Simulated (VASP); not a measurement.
# Li (P6/mmm) in VASP: notebook

The runs below take Li through relaxation of cell and atoms, with PBE.

Everything below comes from runs of VASP 6.6.1. Logs are shortened: lines on timing, memory, paths and dates and some standing lists are left out, and cuts for length are marked.

## (1) The cell of the first run

The structure is hexagonal, space group P6/mmm (No. 191). Conventional cell: a = 2.203 Å, b = 2.203 Å, c = 1.971 Å, α = 90.00°, β = 90.00°, γ = 120.00°. Li (site symmetry 6/mmm) has 8 Li at 1.97 to 2.20 Å within 2.6 Å.

This isn't the form of Li at room conditions, which is bcc.

## (2) Relaxation of cell and atoms, PBE, target pressure 51 GPa, at which the enthalpy is minimised

Input file INCAR:

```
PREC = Accurate
ENCUT = 600
EDIFF = 1E-7
ISMEAR = -1
SIGMA = 0.08
LREAL = False
LASPH = True
NELM = 100
ALGO = Normal
ISIF = 3
LWAVE = False
LCHARG = False
GGA = PE
IBRION = 2
NSW = 32
EDIFFG = -0.005
PSTRESS = 510.0
```

Input file KPOINTS:

```
Automatic mesh
0
Gamma
  20 20 18
```

Input file POSCAR:

```
Li
1.0
    2.2026222235      0.0000000000      0.0000000000
   -1.1013111117      1.9075268005      0.0000000000
    0.0000000000      0.0000000000      1.9710408222
Li
1
Direct
    0.0000000000      0.0000000000      0.0000000000
```

Potentials or basis: VASP PAW PBE potentials, release 64 (Li_sv).

Launch:

```bash
$ cat potpaw_PBE.64/Li_sv/POTCAR > POTCAR
$ mpirun -np 1 vasp_std > vasp.out
```

OUTCAR:

```text
PREC = Accurate
   ENCUT = 600
   EDIFF = 1E-7
   ISMEAR = -1
   LREAL = False
   LASPH = True
   NELM = 100
   ISIF = 3
   GGA = PE
   IBRION = 2
   NSW = 32
   EDIFFG = -0.005
   PSTRESS = 510.0

 ion  position               nearest neighbor table
   1  0.000  0.000  0.000-

  LATTYP: Found a hexagonal cell.
 ALAT       =     2.2026222235
 C/A-ratio  =     0.8948610439

  Lattice vectors:

 A1 = (   2.2026222235,   0.0000000000,   0.0000000000)
 A2 = (  -1.1013111117,   1.9075268005,   0.0000000000)
 A3 = (   0.0000000000,   0.0000000000,   1.9710408222)

Analysis of symmetry for initial positions (statically):
=====================================================================
 Subroutine PRICEL returns:
 Original cell was already a primitive cell.

 Routine SETGRP: Setting up the symmetry group for a
 hexagonal supercell.

 Subroutine GETGRP returns: Found 24 space group operations
 (whereof 24 operations were pure point group operations)
 out of a pool of 24 trial point group operations.

The static configuration has the point symmetry D_6h.

Analysis of symmetry for dynamics (positions and initial velocities):
=====================================================================
 Subroutine PRICEL returns:
 Original cell was already a primitive cell.

 Routine SETGRP: Setting up the symmetry group for a
 hexagonal supercell.

 Subroutine GETGRP returns: Found 24 space group operations
 (whereof 24 operations were pure point group operations)
 out of a pool of 24 trial point group operations.

The dynamic configuration has the point symmetry D_6h.

 Subroutine INISYM returns: Found 24 space group operations
 (whereof 24 operations are pure point group operations),
 and found     1 'primitive' translations

----------------------------------------------------------------------------------------

                                     Primitive cell

  volume of cell :       8.2814

  direct lattice vectors                    reciprocal lattice vectors
     2.202622224  0.000000000  0.000000000     0.454004318  0.262119515  0.000000000
    -1.101311112  1.907526800  0.000000000     0.000000000  0.524239030  0.000000000
     0.000000000  0.000000000  1.971040822     0.000000000  0.000000000  0.507346164

  length of vectors
     2.202622224  2.202622223  1.971040822     0.524239030  0.524239030  0.507346164

  position of ions in fractional coordinates (direct lattice)
     0.000000000  0.000000000  0.000000000

  ion indices of the primitive-cell ions
   primitive index   ion index
                 1           1

----------------------------------------------------------------------------------------

 KPOINTS: Automatic mesh

Automatic generation of k-mesh.
 Grid dimensions read from file:
 generate k-points for:   20   20   18

 Generating k-lattice:

  Cartesian coordinates                     Fractional coordinates (reciprocal lattice)
     0.022700216  0.013105976  0.000000000     0.050000000  0.000000000  0.000000000
     0.000000000  0.026211952  0.000000000     0.000000000  0.050000000  0.000000000
     0.000000000  0.000000000  0.028185898     0.000000000  0.000000000  0.055555556

  Length of vectors
     0.026211952  0.026211952  0.028185898

  Shift w.r.t. Gamma in fractional coordinates (k-lattice)
     0.000000000  0.000000000  0.000000000

 Subroutine IBZKPT returns following result:
 ===========================================

 Found    440 irreducible k-points:

 Following reciprocal coordinates:
            Coordinates               Weight
  0.000000  0.000000  0.000000      1.000000
  0.050000  0.000000  0.000000      6.000000
  0.100000 -0.000000  0.000000      6.000000
  0.150000 -0.000000  0.000000      6.000000
  0.200000 -0.000000  0.000000      6.000000
  0.250000  0.000000  0.000000      6.000000
[... 16 lines left out ...]
  0.200000  0.100000  0.000000     12.000000
  0.250000  0.100000  0.000000     12.000000
 [... further k-points ...]
   k-points           NKPTS =    440   k-points in BZ     NKDIM =    440   number of bands    NBANDS=      5
   number of dos      NEDOS =    301   number of ions     NIONS =      1
   total plane-waves  NPLWV =   5184
   dimension x,y,z NGX =    18 NGY =   18 NGZ =   16
   dimension x,y,z NGXF=    36 NGYF=   36 NGZF=   32
   ions per type =               1
   NGX,Y,Z   is equivalent  to a cutoff of  13.59, 13.59, 13.50 a.u.
   NGXF,Y,Z  is equivalent  to a cutoff of  27.17, 27.17, 26.99 a.u.
 SYSTEM =  unknown system
   PREC   = accura    normal or accurate (medium, high low for compatibility)
   ISTART =      0    job   : 0-new  1-cont  2-samecut
   ICHARG =      2    charge: 1-file 2-atom 10-const
   ISPIN  =      1    spin polarized calculation?
   LNONCOLLINEAR =      F non collinear calculations
   LSORBIT =      F    spin-orbit coupling
   LASPH  =      T    aspherical Exc in radial PAW
   ENCUT  =  600.0 eV  44.10 Ry    6.64 a.u.   4.40  4.40  3.94*2*pi/ulx,y,z
   NELM   =    100;   NELMIN=  2; NELMDL= -5     # of ELM steps
   EDIFF  = 0.1E-06   stopping-criterion for ELM
   LREAL  =      F    real-space projection
   EDIFFG = -.5E-02   stopping-criterion for IOM
   NSW    =     32    number of steps for IOM
   IBRION =      2    ionic relax: 0-MD 1-quasi-New 2-CG
   NFREE  =      1    steps in history (QN), initial steepest desc. (CG)
   ISIF   =      3    stress and relaxation
   ISYM   =      2    0-nonsym 1-usesym 2-fastsym
   POTIM  = 0.5000    time-step for ionic-motion
   TEBEG  =    0.0;   TEEND  =   0.0 temperature during run
   PSTRESS=  510.0 pullay stress
   NELECT =       3.0000    total number of electrons
   NUPDOWN=      -1.0000    fix difference up-down
   EMIN   =  10.00;   EMAX   =-10.00  energy-range for DOS
   EFERMI =   0.00;   METHOD = LEGACY
   ISMEAR =    -1;   SIGMA  =   0.08  broadening in eV -4-tet -1-fermi 0-gaus
   EFERMI_NEDOS =   21; number of points for ismear=-14 and -15
   IALGO  =     38    algorithm
   IMIX   =      4    mixing-type and parameters
     AMIX     =   0.40;   BMIX     =  1.00
     AMIX_MAG =   1.60;   BMIX_MAG =  1.00
  volume/ion in A,a.u.               =       8.28        55.89
  Fermi-wavevector in a.u.,A,eV,Ry     =   1.167024  2.205356 18.530390  1.361945
  Thomas-Fermi vector in A             =   2.303530
   LORBIT       =      0    0 simple, 1 ext, 2 COOP (PROOUT), +10 PAW based schemes
   GGA     = PE    functional components
   LHFCALC =     F    Hartree Fock is set to
   AEXX    =    0.0000 exact exchange contribution
   IVDW    =     0    specifies the selected vdW correction
   LEPSILON=     F    determine dielectric tensor
   LRPA    =     F    only Hartree local field effects (RPA)
 conjugate gradient relaxation of ions
 non-spin polarized calculation
  energy-cutoff  :      600.00
  volume of cell :        8.28
 maximum number of plane-waves:       296
 NGX is ok and might be reduce to    18
   NGX =  9   NGY =  9   NGZ =  7

--------------------------------------- Ionic step        1  -------------------------------------------

 number of electron       3.0000002 magnetization

 Free energy of the ion-electron system (eV)
  ---------------------------------------------------
  ext. energy  EPLUGINS =         0.00000000
  ---------------------------------------------------
  free energy    TOTEN  =        -0.85936118 eV

  energy without entropy =       -0.85408425  energy(sigma->0) =       -0.85672271

------------------------ aborting loop because EDIFF is reached ----------------------------------------

  FORCE on cell =-STRESS in cart. coord.  units (eV):
  Direction    XX          YY          ZZ          XY          YZ          ZX
  --------------------------------------------------------------------------------------
  -------------------------------------------------------------------------------------
  Total        2.6244663      2.6244663      2.6221748      0.0000000      0.0000000      0.0000000
  in kB      507.7445860    507.7445860    507.3012644      0.0000000      0.0000000      0.0000000
  external PRESSURE =      -2.4031878 kB  Pullay stress =     510.0000000 kB

 VOLUME and BASIS-vectors are now :
 -----------------------------------------------------------------------------
  energy-cutoff  :      600.00
  volume of cell :        8.28
      direct lattice vectors                 reciprocal lattice vectors
     2.202622224  0.000000000  0.000000000     0.454004318  0.262119515  0.000000000
    -1.101311112  1.907526800  0.000000000     0.000000000  0.524239030  0.000000000
     0.000000000  0.000000000  1.971040822     0.000000000  0.000000000  0.507346164

 POSITION                                       TOTAL-FORCE (eV/Angst)
 -----------------------------------------------------------------------------------
      0.00000      0.00000      0.00000         0.000000      0.000000      0.000000
 -----------------------------------------------------------------------------------
    total drift:                                0.000000      0.000000      0.000000

  FREE ENERGIE OF THE ION-ELECTRON SYSTEM (eV)
  ---------------------------------------------------
  free  energy   TOTEN  =        -0.8593611787 eV

  energy  without entropy=       -0.8540842495  energy(sigma->0) =       -0.85672271

  enthalpy is  TOTEN    =         1.7767630815 eV   P V=        2.6361242602

--------------------------------------- Ionic step        2  -------------------------------------------

 number of electron       3.0000002 magnetization

 Free energy of the ion-electron system (eV)
  ---------------------------------------------------
  ext. energy  EPLUGINS =         0.00000000
  ---------------------------------------------------
  free energy    TOTEN  =        -0.85463473 eV

  energy without entropy =       -0.84935332  energy(sigma->0) =       -0.85199402

 E-fermi :   4.2688     XC(G=0):  -9.6345

 val. band max:        4.2282121720   @ k =   0.2500   0.0500   0.3333
 cond. band min:       4.2921834049   @ k =   0.5000   0.0000   0.1667
 fundamental gap:      0.0639712329
 Fermi energy:         4.2688304371

 k-point     1 :       0.0000    0.0000    0.0000
  band No.  band energies     occupation
      1     -41.7877      2.00000
      2       0.4055      2.00000
      3      28.0969      0.00000
      4      28.5207      0.00000
      5      28.5208      0.00000

 k-point     2 :       0.0500    0.0000    0.0000
  band No.  band energies     occupation
      1     -41.7788      2.00000
      2       0.4438      2.00000
      3      27.5554      0.00000
      4      28.0304      0.00000
      5      28.1899      0.00000

 k-point     3 :       0.1000   -0.0000    0.0000
  band No.  band energies     occupation
      1     -41.7530      2.00000
      2       0.5599      2.00000
      3      25.4564      0.00000
      4      26.9467      0.00000
      5      28.4679      0.00000

 k-point     4 :       0.1500   -0.0000    0.0000
  band No.  band energies     occupation
      1     -41.7126      2.00000
      2       0.7548      2.00000
      3      22.9829      0.00000
      4      25.7313      0.00000
      5      28.9279      0.00000

 k-point     5 :       0.2000   -0.0000    0.0000
  band No.  band energies     occupation
      1     -41.6618      2.00000
      2       1.0286      2.00000
      3      20.4949      0.00000
      4      24.5778      0.00000
      5      29.4977      0.00000

 k-point     6 :       0.2500    0.0000    0.0000
  band No.  band energies     occupation
      1     -41.6052      2.00000
      2       1.3813      2.00000
      3      18.1562      0.00000
      4      23.5594      0.00000
      5      29.1347      0.00000
[... 113 lines left out ...]
 k-point    21 :       0.1000    0.1000    0.0000
  band No.  band energies     occupation
      1     -41.6899      2.00000
      2       0.8746      2.00000
      3      22.4848      0.00000
      4      23.6478      0.00000
      5      29.2018      0.00000

 k-point    22 :       0.1500    0.1000    0.0000
  band No.  band energies     occupation
      1     -41.6415      2.00000
      2       1.1553      2.00000
      3      20.1029      0.00000
      4      22.6147      0.00000
      5      29.8332      0.00000

 k-point    23 :       0.2000    0.1000    0.0000
  band No.  band energies     occupation
      1     -41.5875      2.00000
      2       1.5213      2.00000
      3      17.7684      0.00000
      4      21.8260      0.00000
      5      30.6273      0.00000

 k-point    24 :       0.2500    0.1000    0.0000
  band No.  band energies     occupation
      1     -41.5332      2.00000
      2       1.9658      2.00000
      3      15.6439      0.00000
      4      21.1953      0.00000
      5      31.5626      0.00000

 [... further k-points ...]
[... 5 lines left out ...]
  --------------------------------------------------------------------------------------
  -------------------------------------------------------------------------------------
  Total        2.6327907      2.6327907      2.6303120      0.0000000     -0.0000000      0.0000000
  in kB      510.2718763    510.2718763    509.7914736      0.0000000     -0.0000000      0.0000000
  external PRESSURE =       0.1117421 kB  Pullay stress =     510.0000000 kB

 VOLUME and BASIS-vectors are now :
 -----------------------------------------------------------------------------
  energy-cutoff  :      600.00
  volume of cell :        8.27
      direct lattice vectors                 reciprocal lattice vectors
     2.201383446  0.000000000  0.000000000     0.454259798  0.262267017 -0.000000000
    -1.100691723  1.906453988  0.000000000    -0.000000000  0.524534033 -0.000000000
     0.000000000  0.000000000  1.969714397     0.000000000 -0.000000000  0.507687816

 POSITION                                       TOTAL-FORCE (eV/Angst)
 -----------------------------------------------------------------------------------
      0.00000      0.00000      0.00000        -0.000000      0.000000      0.000000
 -----------------------------------------------------------------------------------
    total drift:                                0.000000      0.000000      0.000000

  FREE ENERGIE OF THE ION-ELECTRON SYSTEM (eV)
  ---------------------------------------------------
  free  energy   TOTEN  =        -0.8546347275 eV

  energy  without entropy=       -0.8493533161  energy(sigma->0) =       -0.85199402

  enthalpy is  TOTEN    =         1.7767531973 eV   P V=        2.6313879248

 reached required accuracy - stopping structural energy minimisation
```

Run time: 26 s. Hardware: 1 thread of Intel Xeon Platinum 8259CL at 2.50GHz (Skylake/Cascade Lake), shared host; peak memory 0.13 GiB.

What came out:

| Property | Result |
| --- | --- |
| Free energy | -0.8546 eV |
| Relaxed volume | 8.27 Å³/atom |
| Relaxed cell | a = 2.201 Å, b = 2.201 Å, c = 1.970 Å, α = 90.00°, β = 90.00°, γ = 120.00° |
| Space group after relaxing (to 0.1 Å) | P6/mmm (No. 191) |
| Energy change on relaxing (the run minimises the enthalpy) | +4.7 meV/atom |
| Ionic steps | 2 |
| Pressure after relaxing | 51.0 GPa |
| Band gap on the k mesh | zero (an odd number of electrons rules out a gap without spin polarisation) |

The path:
| step | energy change (eV) | largest force (eV/Å) | pressure (GPa) | volume (Å³) |
| --- | --- | --- | --- | --- |
| 1 | 0.0000 | 0.0000 | 50.76 | 8.28 |
| 2 | 0.0047 | 0.0000 | 51.01 | 8.27 |

Final structure:
```
Li
1.0
     2.20138    0.00000    0.00000
    -1.10069    1.90645    0.00000
     0.00000    0.00000    1.96971
Li
1
Direct
  0.00000 0.00000 0.00000
```

Levels at points of the mesh, in eV from the Fermi level:
| k point | band 1 | band 2 | band 3 | band 4 | band 5 |
| --- | --- | --- | --- | --- | --- |
| (0.00, 0.00, 0.00) | -46.06 | -3.86 | 23.83 | 24.25 | 24.25 |
| (0.50, 0.00, 0.00) | -45.69 | -1.03 | 7.25 | 16.89 | 24.82 |
| (0.00, 0.00, 0.50) | -45.62 | -1.55 | 7.34 | 29.90 | 29.90 |
| (0.50, 0.00, 0.50) | -45.33 | 6.95 | 7.07 | 10.55 | 18.63 |

Caveat: the cutoff is under 1.25 times the usual one of these potentials, so pressure, stress and relaxed cells hold a basis-set (Pulay) error; the cell is relaxed towards a set pressure, so the run minimises the enthalpy, not the energy.

(Continued in part 2 of 2.)

The gap in the log of VASP goes by the Fermi energy; the results here count the filled bands.